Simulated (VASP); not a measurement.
# Cu (I4/mmm) in VASP: notebook, part 2 of 2

VASP 6.6.1. The steps go on from the part before.

### Step 4. Single point, PBEsol

This run uses another cell than the first one, of 11.36 Å³/atom.

INCAR

```
PREC     = Accurate       # precision mode
ENCUT    = 820            # plane-wave cutoff, eV
EDIFF    = 1E-6           # SCF threshold, eV
ISMEAR   = -1             # smearing method
SIGMA    = 0.05           # smearing width, eV
LREAL    = False          # projectors in reciprocal space
LASPH    = True           # aspherical terms in the spheres
NELM     = 120            # most SCF steps
ALGO     = Normal         # electronic algorithm
ISIF     = 2              # what is computed and relaxed
LWAVE    = False          # write WAVECAR
LCHARG   = False          # write CHGCAR
GGA      = PS             # functional
NBANDS   = 16             # bands
GGA_COMPAT= False
```

KPOINTS

```
regular mesh
0
Gamma
  13 13 13
```

POSCAR

```
Cu
1.0
   -1.4383870574      1.4383870574      1.3726297551
    1.4383870574     -1.4383870574      1.3726297551
    1.4383870574      1.4383870574     -1.3726297551
Cu
1
Direct
    0.0000000000      0.0000000000      0.0000000000
```

Potentials or basis: VASP PAW PBE potentials, release 64 (Cu_sv_GW).

On the command line:

```
$ cat potpaw_PBE.64/Cu_sv_GW/POTCAR > POTCAR
$ mpirun -np 1 vasp_std > vasp.out
```

OUTCAR:

```text
PREC = Accurate
   ENCUT = 820
   EDIFF = 1E-6
   ISMEAR = -1
   LREAL = False
   LASPH = True
   NELM = 120
   ISIF = 2
   GGA = PS

 ion  position               nearest neighbor table
   1  0.000  0.000  0.000-

  LATTYP: Found a body centered tetragonal cell.
 ALAT       =     2.8767741148
 C/A-ratio  =     0.9542840003

  Lattice vectors:

 A1 = (  -1.4383870574,   1.4383870574,   1.3726297551)
 A2 = (   1.4383870574,  -1.4383870574,   1.3726297551)
 A3 = (   1.4383870574,   1.4383870574,  -1.3726297551)

Analysis of symmetry for initial positions (statically):
=====================================================================
 Subroutine PRICEL returns:
 Original cell was already a primitive cell.

 Routine SETGRP: Setting up the symmetry group for a
 body centered tetragonal supercell.

 Subroutine GETGRP returns: Found 16 space group operations
 (whereof 16 operations were pure point group operations)
 out of a pool of 16 trial point group operations.

The static configuration has the point symmetry D_4h.

Analysis of symmetry for dynamics (positions and initial velocities):
=====================================================================
 Subroutine PRICEL returns:
 Original cell was already a primitive cell.

 Routine SETGRP: Setting up the symmetry group for a
 body centered tetragonal supercell.

 Subroutine GETGRP returns: Found 16 space group operations
 (whereof 16 operations were pure point group operations)
 out of a pool of 16 trial point group operations.

The dynamic configuration has the point symmetry D_4h.

 Subroutine INISYM returns: Found 16 space group operations
 (whereof 16 operations are pure point group operations),
 and found     1 'primitive' translations

----------------------------------------------------------------------------------------

                                     Primitive cell

  volume of cell :      11.3596

  direct lattice vectors                    reciprocal lattice vectors
    -1.438387057  1.438387057  1.372629755     0.000000000  0.347611582  0.364264288
     1.438387057 -1.438387057  1.372629755     0.347611582  0.000000000  0.364264288
     1.438387057  1.438387057 -1.372629755     0.347611582  0.347611582  0.000000000

  length of vectors
     2.453981886  2.453981886  2.453981886     0.503509963  0.503509963  0.491597013

  position of ions in fractional coordinates (direct lattice)
     0.000000000  0.000000000  0.000000000

  ion indices of the primitive-cell ions
   primitive index   ion index
                 1           1

----------------------------------------------------------------------------------------

 KPOINTS: regular mesh

Automatic generation of k-mesh.
 Grid dimensions read from file:
 generate k-points for:   13   13   13

 Generating k-lattice:

  Cartesian coordinates                     Fractional coordinates (reciprocal lattice)
     0.000000000  0.026739352  0.028020330     0.076923077 -0.000000000  0.000000000
     0.026739352  0.000000000  0.028020330    -0.000000000  0.076923077  0.000000000
     0.026739352  0.026739352  0.000000000     0.000000000  0.000000000  0.076923077

  Length of vectors
     0.038731536  0.038731536  0.037815155

  Shift w.r.t. Gamma in fractional coordinates (k-lattice)
     0.000000000  0.000000000  0.000000000

 Subroutine IBZKPT returns following result:
 ===========================================

 Found    196 irreducible k-points:

 Following reciprocal coordinates:
            Coordinates               Weight
  0.000000  0.000000  0.000000      1.000000
  0.076923  0.000000  0.000000      8.000000
  0.153846  0.000000  0.000000      8.000000
  0.230769  0.000000 -0.000000      8.000000
  0.307692  0.000000  0.000000      8.000000
  0.384615 -0.000000  0.000000      8.000000
[... 16 lines left out ...]
  0.384615  0.153846  0.000000     16.000000
  0.461538  0.153846  0.000000     16.000000
 [... further k-points ...]
   k-points           NKPTS =    196   k-points in BZ     NKDIM =    196   number of bands    NBANDS=     16
   number of dos      NEDOS =    301   number of ions     NIONS =      1
   total plane-waves  NPLWV =  13824
   dimension x,y,z NGX =    24 NGY =   24 NGZ =   24
   dimension x,y,z NGXF=    48 NGYF=   48 NGZF=   48
   ions per type =               1
   NGX,Y,Z   is equivalent  to a cutoff of  16.26, 16.26, 16.26 a.u.
   NGXF,Y,Z  is equivalent  to a cutoff of  32.52, 32.52, 32.52 a.u.
 SYSTEM =  unknown system
   PREC   = accura    normal or accurate (medium, high low for compatibility)
   ISTART =      0    job   : 0-new  1-cont  2-samecut
   ICHARG =      2    charge: 1-file 2-atom 10-const
   ISPIN  =      1    spin polarized calculation?
   LNONCOLLINEAR =      F non collinear calculations
   LSORBIT =      F    spin-orbit coupling
   LASPH  =      T    aspherical Exc in radial PAW
   ENCUT  =  820.0 eV  60.27 Ry    7.76 a.u.   5.73  5.73  5.73*2*pi/ulx,y,z
   NELM   =    120;   NELMIN=  2; NELMDL= -5     # of ELM steps
   EDIFF  = 0.1E-05   stopping-criterion for ELM
   LREAL  =      F    real-space projection
   EDIFFG = 0.1E-04   stopping-criterion for IOM
   NSW    =      0    number of steps for IOM
   IBRION =     -1    ionic relax: 0-MD 1-quasi-New 2-CG
   NFREE  =      0    steps in history (QN), initial steepest desc. (CG)
   ISIF   =      2    stress and relaxation
   ISYM   =      2    0-nonsym 1-usesym 2-fastsym
   POTIM  = 0.5000    time-step for ionic-motion
   TEBEG  =    0.0;   TEEND  =   0.0 temperature during run
   PSTRESS=    0.0 pullay stress
   NELECT =      19.0000    total number of electrons
   NUPDOWN=      -1.0000    fix difference up-down
   EMIN   =  10.00;   EMAX   =-10.00  energy-range for DOS
   EFERMI =   0.00;   METHOD = LEGACY
   ISMEAR =    -1;   SIGMA  =   0.05  broadening in eV -4-tet -1-fermi 0-gaus
   EFERMI_NEDOS =   21; number of points for ismear=-14 and -15
   IALGO  =     38    algorithm
   IMIX   =      4    mixing-type and parameters
     AMIX     =   0.40;   BMIX     =  1.00
     AMIX_MAG =   1.60;   BMIX_MAG =  1.00
  volume/ion in A,a.u.               =      11.36        76.66
  Fermi-wavevector in a.u.,A,eV,Ry     =   1.943290  3.672286 51.380740  3.776378
  Thomas-Fermi vector in A             =   2.972506
   LORBIT       =      0    0 simple, 1 ext, 2 COOP (PROOUT), +10 PAW based schemes
   GGA     = PS    functional components
   LHFCALC =     F    Hartree Fock is set to
   AEXX    =    0.0000 exact exchange contribution
   IVDW    =     0    specifies the selected vdW correction
   LEPSILON=     F    determine dielectric tensor
   LRPA    =     F    only Hartree local field effects (RPA)
 non-spin polarized calculation
  energy-cutoff  :      820.00
  volume of cell :       11.36
 maximum number of plane-waves:       622
   NGX = 11   NGY = 11   NGZ = 11

 number of electron      19.0000002 magnetization

 Free energy of the ion-electron system (eV)
  ---------------------------------------------------
  ext. energy  EPLUGINS =         0.00000000
  ---------------------------------------------------
  free energy    TOTEN  =        -4.35406566 eV

  energy without entropy =       -4.35151551  energy(sigma->0) =       -4.35279059

 E-fermi :   7.8292     XC(G=0): -13.8034

 val. band max:        7.8199999677   @ k =  -0.3077   0.4615   0.0769
 cond. band min:       7.8578717562   @ k =  -0.2308   0.4615   0.0769
 fundamental gap:      0.0378717886
 Fermi energy:         7.8291857233

 k-point     1 :       0.0000    0.0000    0.0000
  band No.  band energies     occupation
      1    -104.4614      2.00000
      2     -61.9146      2.00000
      3     -61.9118      2.00000
      4     -61.9118      2.00000
      5      -1.8523      2.00000
      6       4.5617      2.00000
[... 8 lines left out ...]
     15      36.9190      0.00000
     16      36.9194      0.00000

 k-point     2 :       0.0769    0.0000    0.0000
  band No.  band energies     occupation
      1    -104.4602      2.00000
      2     -61.9207      2.00000
      3     -61.9145      2.00000
      4     -61.9129      2.00000
      5      -1.6139      2.00000
      6       4.5668      2.00000
[... 8 lines left out ...]
     15      35.2893      0.00000
     16      36.0375      0.00000
[... 387 lines left out ...]
      5       2.9814      2.00000
      6       3.9130      2.00000
[... 8 lines left out ...]
     15      37.2004      0.00000
     16      38.9703      0.00000

 k-point    24 :       0.4615    0.1538    0.0000
  band No.  band energies     occupation
      1    -104.4412      2.00000
      2     -62.0318      2.00000
      3     -61.9671      2.00000
      4     -61.9230      2.00000
      5       2.9771      2.00000
      6       3.9189      2.00000
[... 8 lines left out ...]
     15      37.4725      0.00000
     16      39.8645      0.00000

 [... further k-points ...]
[... 5 lines left out ...]
  --------------------------------------------------------------------------------------
  -------------------------------------------------------------------------------------
  Total       -0.0459298     -0.0459298     -0.0416868      0.0000000      0.0000000      0.0000000
  in kB       -6.4779959     -6.4779959     -5.8795471      0.0000000      0.0000000      0.0000000
  external PRESSURE =      -6.2785130 kB  Pullay stress =       0.0000000 kB

 VOLUME and BASIS-vectors are now :
 -----------------------------------------------------------------------------
  energy-cutoff  :      820.00
  volume of cell :       11.36
      direct lattice vectors                 reciprocal lattice vectors
    -1.438387057  1.438387057  1.372629755     0.000000000  0.347611582  0.364264288
     1.438387057 -1.438387057  1.372629755     0.347611582  0.000000000  0.364264288
     1.438387057  1.438387057 -1.372629755     0.347611582  0.347611582  0.000000000

 POSITION                                       TOTAL-FORCE (eV/Angst)
 -----------------------------------------------------------------------------------
      0.00000      0.00000      0.00000         0.000000      0.000000     -0.000000
 -----------------------------------------------------------------------------------
    total drift:                                0.000000      0.000000     -0.000000

  FREE ENERGIE OF THE ION-ELECTRON SYSTEM (eV)
  ---------------------------------------------------
  free  energy   TOTEN  =        -4.3540656638 eV

  energy  without entropy=       -4.3515155132  energy(sigma->0) =       -4.35279059
```

Wall time 19 s (1 thread of Intel Xeon 6975P-C (Granite Rapids), shared host); peak memory 0.21 GiB.

Results:

```yaml
Free_energy: -4.3541 eV
Pressure: -0.6 GPa
Band_gap_on_the_k_mesh: zero (an odd number of electrons rules out a gap without spin polarisation)
```

Caveat: the PAW data sets were made with another functional, which shifts forces and pressure a little.

### Step 5. Overview

| level | cell | smearing | gap on the mesh (eV) | pressure (GPa) |
| --- | --- | --- | --- | --- |
| PBE | a = 2.461 Å, angles 108.2, 108.2, 112.0°, 1 atom | gaussian 0.021 eV | none | 6.2 |
| PBE | a = 2.461 Å, angles 108.2, 108.2, 112.0°, 1 atom | gaussian 0.027 eV | none | 6.4 |
| PBEsol | a = 2.454 Å, angles 108.2, 108.2, 112.0°, 1 atom | fermi-dirac 0.05 eV | none | -0.6 |

Alike in all rows: task single point; potentials or basis VASP PAW PBE potentials, release 64 (Cu_sv_GW); no spin polarisation; k mesh 13 × 13 × 13; cutoff (eV) 820.

Caveats: the cell stands under pressure (at least some runs); the PAW data sets were made with another functional, which shifts forces and pressure a little (at least some runs).

Absolute energies hang on the potentials; compare differences alone.

The gap in the log of VASP goes by the Fermi energy; the results here count the filled bands.